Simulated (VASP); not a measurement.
Set up this calculation in VASP 6.6.1, as the native input.

```yaml
Task: single point
Functional: PBEsol
Potentials_or_basis: VASP PAW PBE potentials, release 64 (Hg)
Cutoff: 520 eV
k_mesh: 18 × 18 × 10
Occupations: gaussian, width 0.15 eV
Spin: no spin polarisation
Dipole_correction: no
Further_INCAR_settings: ALGO = Fast; EDIFF = 1e-06; NBANDS = 19
```

The structure of Hg lies in POSCAR:

```
Hg
1.0
    3.6545188601      0.0000000000      0.0000000000
   -1.8272594301      3.1649061715      0.0000000000
    0.0000000000      0.0000000000      4.9240709811
Hg
2
Direct
    0.6666666667      0.3333333333      0.7500000000
    0.3333333333      0.6666666667      0.2500000000
```

This cell differs from its parent crystal: ratio of the length along z to the lengths across it x 0.85, volume and fractional coordinates fixed.

One way to write it, as run:

INCAR

```
PREC = Accurate
ENCUT = 520
EDIFF = 1E-6
ISMEAR = 0
SIGMA = 0.15
LREAL = F
LASPH = T
NELM = 60
ALGO = Fast
ISIF = 2
LWAVE = F
LCHARG = F
GGA = PS
NBANDS = 19
```

KPOINTS

```
Automatic mesh
0
Gamma
  18 18 10
```

Potentials or basis: VASP PAW PBE potentials, release 64 (Hg).

The run is started by

```sh
$ cat potpaw_PBE.64/Hg/POTCAR > POTCAR
$ mpirun -np 1 vasp_std > vasp.out
```

It gave:

| Quantity | Value |
| --- | --- |
| Pressure | -2.7 GPa |
| Band gap on the k mesh | zero (bands 12 and 13 overlap by 0.70 eV) |

Caveat: the PAW data sets were made with another functional, which shifts forces and pressure a little; spin-orbit coupling is left out, which moves the levels of the heavy elements.

Wall time 2.4 min on 1 thread of Intel Xeon 8259CL, with other jobs on the host, peak memory 0.32 GiB.
